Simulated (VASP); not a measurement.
# Sb (R-3m) in VASP: further runs

Runs on Sb. Level: revPBE. Tasks: single point, relaxation of cell and atoms.

Program: VASP 6.6.1. These are calculated values, not measurements. Logs are shortened: lines on timing, memory, paths and dates and some standing lists are left out, and cuts for length are marked.

### 1 The cell of the first run

Symmetry: R-3m, No. 166, trigonal system. The conventional cell has a = 4.393 Å, b = 4.393 Å, c = 11.808 Å, α = 90.00°, β = 90.00°, γ = 120.00°. Sb (site symmetry 3m) has 6 Sb at 2.96 to 3.50 Å within 3.9 Å.

### 2 Single point, revPBE

File INCAR:

```
PREC = Accurate ; ENCUT = 520
EDIFF = 1E-7 ; ISMEAR = -1
SIGMA = 0.1 ; LREAL = F
LASPH = T ; NELM = 80
ALGO = Normal ; ISIF = 2
LWAVE = F ; LCHARG = T
GGA = RE ; LELF = T
LVHAR = T ; NBANDS = 12
```

File KPOINTS:

```
Automatic mesh
0
Gamma
  9 9 9
```

File POSCAR:

```
Sb
1.0
    2.1966640268      1.2682445672      3.9359977939
   -2.1966640268      1.2682445672      3.9359977939
    0.0000000000     -2.5364891344      3.9359977939
Sb
2
Direct
    0.2311082914      0.2311082914      0.2311082914
    0.7688917086      0.7688917086      0.7688917086
```

Potentials or basis: VASP PAW PBE potentials, release 64 (Sb).

On the command line:

```console
> cat potpaw_PBE.64/Sb/POTCAR > POTCAR
> mpirun -np 1 vasp_std > vasp.out
```

OUTCAR:

```text
PREC = Accurate
   ENCUT = 520
   EDIFF = 1E-7
   ISMEAR = -1
   LREAL = F
   LASPH = T
   NELM = 80
   ISIF = 2
   GGA = RE

 ion  position               nearest neighbor table
   1  0.231  0.231  0.231-   2 2.96   2 2.96   2 2.96   2 3.50   2 3.50   2 3.50
   2  0.769  0.769  0.769-   1 2.96   1 2.96   1 2.96   1 3.50   1 3.50   1 3.50

  LATTYP: Found a trigonal (rhomboedric) cell.
 ALAT       =     4.6825052870
 COS(alpha) =     0.5598499873

  Lattice vectors:

 A1 = (   2.1966640268,   1.2682445672,   3.9359977939)
 A2 = (  -2.1966640268,   1.2682445672,   3.9359977939)
 A3 = (   0.0000000000,  -2.5364891344,   3.9359977939)

Analysis of symmetry for initial positions (statically):
=====================================================================
 Subroutine PRICEL returns:
 Original cell was already a primitive cell.

 Routine SETGRP: Setting up the symmetry group for a
 trigonal (rhombohedral) supercell.

 Subroutine GETGRP returns: Found 12 space group operations
 (whereof 12 operations were pure point group operations)
 out of a pool of 12 trial point group operations.

The static configuration has the point symmetry D_3d.

Analysis of symmetry for dynamics (positions and initial velocities):
=====================================================================
 Subroutine PRICEL returns:
 Original cell was already a primitive cell.

 Routine SETGRP: Setting up the symmetry group for a
 trigonal (rhombohedral) supercell.

 Subroutine GETGRP returns: Found 12 space group operations
 (whereof 12 operations were pure point group operations)
 out of a pool of 12 trial point group operations.

The dynamic configuration has the point symmetry D_3d.

 Subroutine INISYM returns: Found 12 space group operations
 (whereof 12 operations are pure point group operations),
 and found     1 'primitive' translations

----------------------------------------------------------------------------------------

                                     Primitive cell

  volume of cell :      65.7919

  direct lattice vectors                    reciprocal lattice vectors
     2.196664027  1.268244567  3.935997794     0.227617876  0.131415242  0.084688394
    -2.196664027  1.268244567  3.935997794    -0.227617876  0.131415242  0.084688394
     0.000000000 -2.536489134  3.935997794     0.000000000 -0.262830484  0.084688394

  length of vectors
[... 84 lines left out ...]
   EDIFFG = 0.1E-05   stopping-criterion for IOM
   NSW    =      0    number of steps for IOM
   IBRION =     -1    ionic relax: 0-MD 1-quasi-New 2-CG
   NFREE  =      0    steps in history (QN), initial steepest desc. (CG)
   ISIF   =      2    stress and relaxation
   ISYM   =      2    0-nonsym 1-usesym 2-fastsym
   POTIM  = 0.5000    time-step for ionic-motion
   TEBEG  =    0.0;   TEEND  =   0.0 temperature during run
   PSTRESS=    0.0 pullay stress
   NELECT =      10.0000    total number of electrons
   NUPDOWN=      -1.0000    fix difference up-down
   EMIN   =  10.00;   EMAX   =-10.00  energy-range for DOS
   EFERMI =   0.00;   METHOD = LEGACY
   ISMEAR =    -1;   SIGMA  =   0.10  broadening in eV -4-tet -1-fermi 0-gaus
   EFERMI_NEDOS =   21; number of points for ismear=-14 and -15
   IALGO  =     38    algorithm
   IMIX   =      4    mixing-type and parameters
     AMIX     =   0.40;   BMIX     =  1.00
     AMIX_MAG =   1.60;   BMIX_MAG =  1.00
  volume/ion in A,a.u.               =      32.90       221.99
  Fermi-wavevector in a.u.,A,eV,Ry     =   0.873676  1.651009 10.385468  0.763310
  Thomas-Fermi vector in A             =   1.993100
   LORBIT       =      0    0 simple, 1 ext, 2 COOP (PROOUT), +10 PAW based schemes
   GGA     = RE    functional components
   LHFCALC =     F    Hartree Fock is set to
   AEXX    =    0.0000 exact exchange contribution
   IVDW    =     0    specifies the selected vdW correction
   LEPSILON=     F    determine dielectric tensor
   LRPA    =     F    only Hartree local field effects (RPA)
 non-spin polarized calculation
  energy-cutoff  :      520.00
  volume of cell :       65.79
 maximum number of plane-waves:      1786
   NGX = 17   NGY = 17   NGZ = 17

 number of electron      10.0000000 magnetization

 Free energy of the ion-electron system (eV)
  ---------------------------------------------------
  ext. energy  EPLUGINS =         0.00000000
  ---------------------------------------------------
  free energy    TOTEN  =        -7.66482346 eV

  energy without entropy =       -7.65719213  energy(sigma->0) =       -7.66100779

 E-fermi :   6.3428     XC(G=0):  -9.0906

 val. band max:        6.2342837875   @ k =   0.4444   0.3333   0.3333
 cond. band min:       6.3662968270   @ k =   0.4444   0.0000   0.0000
 fundamental gap:      0.1320130395
 Fermi energy:         6.3428282561

 k-point     1 :       0.0000    0.0000    0.0000
  band No.  band energies     occupation
      1      -5.7972      2.00000
      2       1.1553      2.00000
      3       4.4026      2.00000
      4       4.7211      2.00000
      5       4.7211      2.00000
      6       8.1427      0.00000
      7       8.8343      0.00000
      8       8.8343      0.00000
      9      11.6573      0.00000
     10      11.6573      0.00000
     11      11.7855      0.00000
     12      13.1664      0.00000
[... 331 lines left out ...]
 k-point    24 :       0.4444    0.4444    0.0000
  band No.  band energies     occupation
      1      -3.8380      2.00000
      2      -1.5343      2.00000
      3       1.6078      2.00000
      4       3.0290      2.00000
      5       3.1007      2.00000
      6       8.0485      0.00000
      7      10.7559      0.00000
      8      11.5756      0.00000
      9      12.1014      0.00000
     10      14.6768      0.00000
     11      15.5699      0.00000
     12      16.6326      0.00000

 [... further k-points ...]
[... 5 lines left out ...]
  --------------------------------------------------------------------------------------
  -------------------------------------------------------------------------------------
  Total        0.0014257      0.0014257     -0.0079837      0.0000000     -0.0000000      0.0000000
  in kB        0.0347179      0.0347179     -0.1944200      0.0000000     -0.0000000      0.0000000
  external PRESSURE =      -0.0416614 kB  Pullay stress =       0.0000000 kB

 VOLUME and BASIS-vectors are now :
 -----------------------------------------------------------------------------
  energy-cutoff  :      520.00
  volume of cell :       65.79
      direct lattice vectors                 reciprocal lattice vectors
     2.196664027  1.268244567  3.935997794     0.227617876  0.131415242  0.084688394
    -2.196664027  1.268244567  3.935997794    -0.227617876  0.131415242  0.084688394
     0.000000000 -2.536489134  3.935997794     0.000000000 -0.262830484  0.084688394

 POSITION                                       TOTAL-FORCE (eV/Angst)
 -----------------------------------------------------------------------------------
      0.00000      0.00000      2.72893         0.000000      0.000000      0.033742
      0.00000      0.00000      9.07907         0.000000     -0.000000     -0.033742
 -----------------------------------------------------------------------------------
    total drift:                               -0.000000      0.000000     -0.000000

  FREE ENERGIE OF THE ION-ELECTRON SYSTEM (eV)
  ---------------------------------------------------
  free  energy   TOTEN  =        -7.6648234572 eV

  energy  without entropy=       -7.6571921264  energy(sigma->0) =       -7.66100779
```

OSZICAR:

```text
N       E                     dE             d eps       ncg     rms          rms(c)
DAV:   1     0.349698828451E+02    0.34970E+02   -0.35028E+03  2040   0.647E+02
DAV:   2    -0.576049945966E+01   -0.40730E+02   -0.39198E+02  2688   0.106E+02
DAV:   3    -0.764005884290E+01   -0.18796E+01   -0.18694E+01  2520   0.254E+01
DAV:   4    -0.765720027468E+01   -0.17141E-01   -0.17139E-01  2388   0.294E+00
DAV:   5    -0.765744572883E+01   -0.24545E-03   -0.24545E-03  2492   0.376E-01    0.281E+00
DAV:   6    -0.766173739301E+01   -0.42917E-02   -0.28756E-03  2440   0.377E-01    0.170E+00
DAV:   7    -0.766450769780E+01   -0.27703E-02   -0.73962E-03  2340   0.595E-01    0.957E-02
DAV:   8    -0.766474617990E+01   -0.23848E-03   -0.32259E-04  2500   0.106E-01    0.299E-02
DAV:   9    -0.766481981560E+01   -0.73636E-04   -0.11729E-04  2324   0.628E-02    0.569E-03
DAV:  10    -0.766482232049E+01   -0.25049E-05   -0.78241E-06  2496   0.157E-02    0.321E-03
DAV:  11    -0.766482280070E+01   -0.48021E-06   -0.19234E-06  2360   0.838E-03    0.276E-03
DAV:  12    -0.766482338805E+01   -0.58735E-06   -0.12595E-07  2456   0.204E-03    0.285E-04
DAV:  13    -0.766482345724E+01   -0.69190E-07   -0.26369E-08  1520   0.988E-04
   1 F= -.76648235E+01 E0= -.76610078E+01  d E =-.763133E-02
```

stdout:

```text
POSCAR found type information on POSCAR Sb
 POSCAR found :  1 types and       2 ions
 scaLAPACK will be used
 -----------------------------------------------------------------------------
|                                                                             |
|                                                                             |
|     You enforced a specific xc type in the INCAR file but a different       |
|     I HOPE YOU KNOW WHAT YOU ARE DOING!                                     |
|                                                                             |
 -----------------------------------------------------------------------------

 LDA part: xc-table for (Slater+PW92), standard interpolation
 POSCAR, INCAR and KPOINTS ok, starting setup
 FFT: planning ... GRIDC
 FFT: planning ... GRID_SOFT
 FFT: planning ... GRID
 WAVECAR not read
 entering main loop
```

It took 30 s on 1 thread of Intel Xeon 6975P-C (Granite Rapids), shared host; peak memory 0.23 GiB.

What came out:

```
Free energy            : -7.6648 eV
Pressure               : 0.0 GPa
Largest force          : 0.034 eV/Å
Band gap on the k mesh : 0.13 eV, indirect (least direct gap 0.50 eV)
```

Forces in eV/Å, atoms in the order of the input:
```
Sb   0.000  0.000  0.034
Sb   0.000  0.000 -0.034
```

Levels at points of the mesh, in eV from the valence-band top:
| k point | band 3 | band 4 | band 5 | band 6 | band 7 | band 8 |
| --- | --- | --- | --- | --- | --- | --- |
| (0.00, 0.00, 0.00) | -1.83 | -1.51 | -1.51 | 1.91 | 2.60 | 2.60 |

Caveat: the PAW data sets were made with another functional, which shifts forces and pressure a little; spin-orbit coupling is left out, which moves the levels of the heavy elements. A k mesh can miss the band edges.

### 3 Relaxation of cell and atoms, revPBE

This run uses another cell than the first one, of 30.20 Å³/atom, 0.918 times its volume.

File INCAR:

```
SYSTEM = Sb
PREC = Accurate
ENCUT = 600
EDIFF = 1E-7
ISMEAR = -1
SIGMA = 0.1
LREAL = .False.
LASPH = .True.
NELM = 80
ALGO = Normal
ISIF = 3
LWAVE = .False.
LCHARG = .False.
GGA = RE
IBRION = 2
NSW = 80
EDIFFG = -0.01
```

File KPOINTS:

```
Automatic mesh
0
Gamma
  9 9 9
  0 0 0
```

File POSCAR:

```
Sb
1.0
    2.1540983456      1.2436692597      3.7580152782
   -2.1540983456      1.2436692597      3.7580152782
    0.0000000000     -2.4873385193      3.7580152782
Sb
2
Direct
    0.2330000000      0.2330000000      0.2330000000
    0.7670000000      0.7670000000      0.7670000000
```

Potentials or basis: VASP PAW PBE potentials, release 64 (Sb).

On the command line:

```console
> cat potpaw_PBE.64/Sb/POTCAR > POTCAR
> mpirun -np 1 vasp_std > vasp.out
```

Wall time 2.4 min (1 thread of Intel Xeon 6975P-C (Granite Rapids), shared host); peak memory 0.24 GiB.

Results (log left out):

```yaml
Free_energy: -7.6650 eV
Relaxed_volume: 32.73 Å³/atom
Relaxed_cell: a = 4.664 Å, b = 4.664 Å, c = 4.664 Å, α = 56.21°, β = 56.21°, γ = 56.21°
Space_group_after_relaxing_to_0.05_Å: R-3m (No. 166)
Energy_gained_by_relaxing: 25.5 meV/atom
Ionic_steps: 11
Pressure_after_relaxing: 0.0 GPa
Band_gap_on_the_k_mesh: 0.16 eV, indirect (least direct gap 0.50 eV)
```

The path:
```csv
step,energy change (eV),largest force (eV/Å),pressure (GPa),volume (Å³)
1,0.0000,0.3153,3.89,60.41
2,-0.0286,0.3281,-1.89,67.04
3,-0.0475,0.1013,0.08,64.32
4,-0.0485,0.0791,0.06,64.50
5,-0.0503,0.0088,0.02,65.04
6,-0.0505,0.0247,0.01,65.29
7,-0.0509,0.0057,-0.03,65.43
8,-0.0510,0.0076,-0.05,65.52
9,-0.0510,0.0067,-0.05,65.52
10,-0.0509,0.0110,0.10,65.35
11,-0.0510,0.0002,0.01,65.45
```

Final structure:
```
Sb
1.0
     2.19716    1.26853    3.91400
    -2.19716    1.26853    3.91400
     0.00000   -2.53706    3.91400
Sb
2
Direct
  0.23171 0.23171 0.23171
  0.76829 0.76829 0.76829
```

Levels at points of the mesh, in eV from the valence-band top:
```tsv
k point	band 3	band 4	band 5	band 6	band 7	band 8
(0.00, 0.00, 0.00)	-1.81	-1.50	-1.50	1.99	2.65	2.65
```

Caveat: the PAW data sets were made with another functional, which shifts forces and pressure a little; spin-orbit coupling is left out, which moves the levels of the heavy elements.

### 4 Single point, revPBE (volume scaled by 0.88)

File INCAR:

```
PREC = Accurate
ENCUT = 520
EDIFF = 1E-6
ISMEAR = -1
SIGMA = 0.1
LREAL = F
LASPH = T
NELM = 100
ALGO = Normal
ISIF = 2
LWAVE = F
LCHARG = F
GGA = RE
NBANDS = 12
```

File KPOINTS:

```
regular mesh
0
Gamma
  14 14 14
```

File POSCAR:

```
Sb
1.0
    2.1050279274      1.2153384406      3.7718035974
   -2.1050279274      1.2153384406      3.7718035974
    0.0000000000     -2.4306768811      3.7718035974
Sb
2
Direct
    0.2311082914      0.2311082914      0.2311082914
    0.7688917086      0.7688917086      0.7688917086
```

Potentials or basis: VASP PAW PBE potentials, release 64 (Sb).

On the command line:

```console
> cat potpaw_PBE.64/Sb/POTCAR > POTCAR
> mpirun -np 1 vasp_std > vasp.out
```

OUTCAR:

```text
PREC = Accurate
   ENCUT = 520
   EDIFF = 1E-6
   ISMEAR = -1
   LREAL = F
   LASPH = T
   NELM = 100
   ISIF = 2
   GGA = RE

 ion  position               nearest neighbor table
   1  0.231  0.231  0.231-   2 2.83   2 2.83   2 2.83   2 3.36   2 3.36   2 3.36
   2  0.769  0.769  0.769-   1 2.83   1 2.83   1 2.83   1 3.36   1 3.36   1 3.36

  LATTYP: Found a trigonal (rhomboedric) cell.
 ALAT       =     4.4871697625
 COS(alpha) =     0.5598499873

  Lattice vectors:

 A1 = (   2.1050279274,   1.2153384406,   3.7718035974)
 A2 = (  -2.1050279274,   1.2153384406,   3.7718035974)
 A3 = (   0.0000000000,  -2.4306768811,   3.7718035974)

Analysis of symmetry for initial positions (statically):
=====================================================================
 Subroutine PRICEL returns:
 Original cell was already a primitive cell.

 Routine SETGRP: Setting up the symmetry group for a
 trigonal (rhombohedral) supercell.

 Subroutine GETGRP returns: Found 12 space group operations
 (whereof 12 operations were pure point group operations)
 out of a pool of 12 trial point group operations.

The static configuration has the point symmetry D_3d.

[... 164 lines left out ...]
 fundamental gap:      0.1055039247
 Fermi energy:         7.9867942916

 k-point     1 :       0.0000    0.0000    0.0000
  band No.  band energies     occupation
      1      -5.2142      2.00000
      2       3.3836      2.00000
      3       5.6393      2.00000
      4       6.0666      2.00000
      5       6.0666      2.00000
      6       9.7518      0.00000
      7      10.6100      0.00000
      8      10.6100      0.00000
      9      13.1468      0.00000
     10      13.1468      0.00000
     11      13.3879      0.00000
     12      14.4152      0.00000
[... 331 lines left out ...]
 k-point    24 :       0.2857    0.1429   -0.0000
  band No.  band energies     occupation
      1      -4.3928      2.00000
      2       1.0282      2.00000
      3       4.7286      2.00000
      4       5.2110      2.00000
      5       6.8064      1.99999
      6       9.1906      0.00001
      7      10.3213      0.00000
      8      10.7520      0.00000
      9      11.8865      0.00000
     10      14.2706      0.00000
     11      14.9082      0.00000
     12      16.5915      0.00000

 [... further k-points ...]
[... 5 lines left out ...]
  --------------------------------------------------------------------------------------
  -------------------------------------------------------------------------------------
  Total        3.1075277      3.1075277      2.4198708      0.0000000      0.0000000      0.0000000
  in kB       85.9943999     85.9943999     66.9649183      0.0000000      0.0000000      0.0000000
  external PRESSURE =      79.6512393 kB  Pullay stress =       0.0000000 kB

 VOLUME and BASIS-vectors are now :
 -----------------------------------------------------------------------------
  energy-cutoff  :      520.00
  volume of cell :       57.90
      direct lattice vectors                 reciprocal lattice vectors
     2.105027927  1.215338441  3.771803597     0.237526540  0.137136012  0.088375050
    -2.105027927  1.215338441  3.771803597    -0.237526540  0.137136012  0.088375050
     0.000000000 -2.430676881  3.771803597     0.000000000 -0.274272024  0.088375050

 POSITION                                       TOTAL-FORCE (eV/Angst)
 -----------------------------------------------------------------------------------
      0.00000      0.00000      2.61509         0.000000      0.000000      0.868883
      0.00000      0.00000      8.70033         0.000000     -0.000000     -0.868883
 -----------------------------------------------------------------------------------
    total drift:                               -0.000000      0.000000     -0.000000

  FREE ENERGIE OF THE ION-ELECTRON SYSTEM (eV)
  ---------------------------------------------------
  free  energy   TOTEN  =        -7.4827008715 eV

  energy  without entropy=       -7.4725753410  energy(sigma->0) =       -7.47763811
```

OSZICAR:

```text
N       E                     dE             d eps       ncg     rms          rms(c)
DAV:   1     0.364995045262E+02    0.36500E+02   -0.35568E+03  6912   0.655E+02
DAV:   2    -0.551491908407E+01   -0.42014E+02   -0.40481E+02  9032   0.110E+02
DAV:   3    -0.746537751005E+01   -0.19505E+01   -0.19302E+01  8460   0.258E+01
DAV:   4    -0.748281681105E+01   -0.17439E-01   -0.17433E-01  8088   0.288E+00
DAV:   5    -0.748301638806E+01   -0.19958E-03   -0.19958E-03  8424   0.345E-01    0.344E+00
DAV:   6    -0.748187800940E+01    0.11384E-02   -0.43170E-03  8072   0.412E-01    0.212E+00
DAV:   7    -0.748244941903E+01   -0.57141E-03   -0.10440E-02  7884   0.648E-01    0.684E-02
DAV:   8    -0.748263100306E+01   -0.18158E-03   -0.50370E-04  8408   0.136E-01    0.312E-02
DAV:   9    -0.748269541916E+01   -0.64416E-04   -0.94877E-05  8016   0.572E-02    0.881E-03
DAV:  10    -0.748270068496E+01   -0.52658E-05   -0.10940E-05  8360   0.188E-02    0.293E-03
DAV:  11    -0.748270087153E+01   -0.18656E-06   -0.14062E-06  7796   0.746E-03
   1 F= -.74827009E+01 E0= -.74776381E+01  d E =-.101255E-01
```

Wall time 77 s (1 thread of Intel Xeon 6975P-C (Granite Rapids), shared host); peak memory 0.32 GiB.

What came out:

```yaml
Free_energy: -7.4827 eV
Pressure: 8.0 GPa
Largest_force: 0.869 eV/Å
Band_gap_on_the_k_mesh: zero (band 5 reaches 8.18 eV, above the bottom of band 6 at 7.74 eV)
```

Forces in eV/Å, atoms in the order of the input:
```
Sb   0.000  0.000  0.869
Sb   0.000  0.000 -0.869
```

Caveat: the cell differs from its parent crystal (volume scaled by 0.88); the PAW data sets were made with another functional, which shifts forces and pressure a little; spin-orbit coupling is left out, which moves the levels of the heavy elements.

### 5 Overview

```csv
task,cell,k mesh,cutoff (eV),gap on the mesh (eV),pressure (GPa),largest force (eV/Å)
single point,"a = 4.683 Å, angles 56.0°, 2 atoms",9 × 9 × 9,520,0.13,0.0,0.03
relaxation of cell and atoms,"relaxed from a = 4.507 Å, angles 57.1°, 2 atoms",9 × 9 × 9,600,0.16,0.0,-
single point,"a = 4.487 Å, angles 56.0°, 2 atoms",14 × 14 × 14,520,none,8.0,0.87
```

Alike in all rows: level revPBE; potentials or basis VASP PAW PBE potentials, release 64 (Sb); no spin polarisation; smearing fermi-dirac 0.1 eV.

Caveats: the PAW data sets were made with another functional, which shifts forces and pressure a little; spin-orbit coupling is left out, which moves the levels of the heavy elements.

Total energies depend on the potentials used, so only differences within one code and one set of settings carry meaning.
